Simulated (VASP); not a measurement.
Input of a VASP 6.6.1 run:

The input INCAR:

```
PREC = Accurate
ENCUT = 520
EDIFF = 1E-6
ISMEAR = -1
SIGMA = 0.03
LREAL = F
LASPH = T
NELM = 100
ALGO = Normal
ISIF = 2
LWAVE = F
LCHARG = F
GGA = PE
NBANDS = 16
```

The input KPOINTS:

```
Automatic mesh
0
Gamma
  8 8 8
```

Contents of POSCAR:

```
CdSe
1.0
    0.0000000000      3.0804715101      3.0804715101
    3.0804715101      0.0000000000      3.0804715101
    3.0804715101      3.0804715101      0.0000000000
Cd Se
1 1
Direct
    0.0000000000      0.0000000000      0.0000000000
    0.2500000000      0.2500000000      0.2500000000
```

Potentials or basis: VASP PAW PBE potentials, release 64 (Cd, Se).

Launch:

```console
$ cat potpaw_PBE.64/Cd/POTCAR potpaw_PBE.64/Se/POTCAR > POTCAR
$ mpirun -np 1 vasp_std > vasp.out
```

Problem. Predict the band gap on the k mesh.

Solution. 0.53 eV, direct.

Problem. Estimate the pressure.

Solution. 1.1 GPa.
